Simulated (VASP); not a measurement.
Wanted: the native input for a VASP 6.6.1 run.

* Task: single point
* Functional: PBE
* Potentials or basis: VASP PAW PBE potentials, release 64 (La)
* Cutoff: 520 eV
* k mesh: 12 × 12 × 12
* Occupations: fermi-dirac, width 0.1 eV
* Spin: no spin polarisation
* Dipole correction: no
* Further INCAR settings: ALGO = Normal; EDIFF = 1e-06; NBANDS = 12

The structure of La lies in POSCAR:

```
La
1.0
   -2.1725039397      2.1725039397      2.1725039397
    2.1725039397     -2.1725039397      2.1725039397
    2.1725039397      2.1725039397     -2.1725039397
La
1
Direct
    0.0000000000      0.0000000000      0.0000000000
```

This cell differs from its parent crystal: volume scaled by 1.08.

These files were run (other wordings do the same):

INCAR

```
SYSTEM = La
PREC = Accurate
ENCUT = 520
EDIFF = 1E-6
ISMEAR = -1
SIGMA = 0.1
LREAL = .FALSE.
LASPH = .TRUE.
NELM = 60
ALGO = Normal
ISIF = 2
LWAVE = .FALSE.
LCHARG = .FALSE.
GGA = PE
NBANDS = 12
```

KPOINTS

```
regular mesh
0
G
  12 12 12
  0 0 0
```

Potentials or basis: VASP PAW PBE potentials, release 64 (La).

Run with:

```sh
$ cat potpaw_PBE.64/La/POTCAR > POTCAR
$ mpirun -np 1 vasp_std > vasp.out
```

Results of the run:

| Item | Value |
| --- | --- |
| Pressure | -1.8 GPa |

Run time: 39 s on 1 thread of Intel(R) Xeon(R) Platinum 8375C CPU @ 2.90GHz (Ice Lake), on a shared host, peak memory 0.19 GiB.
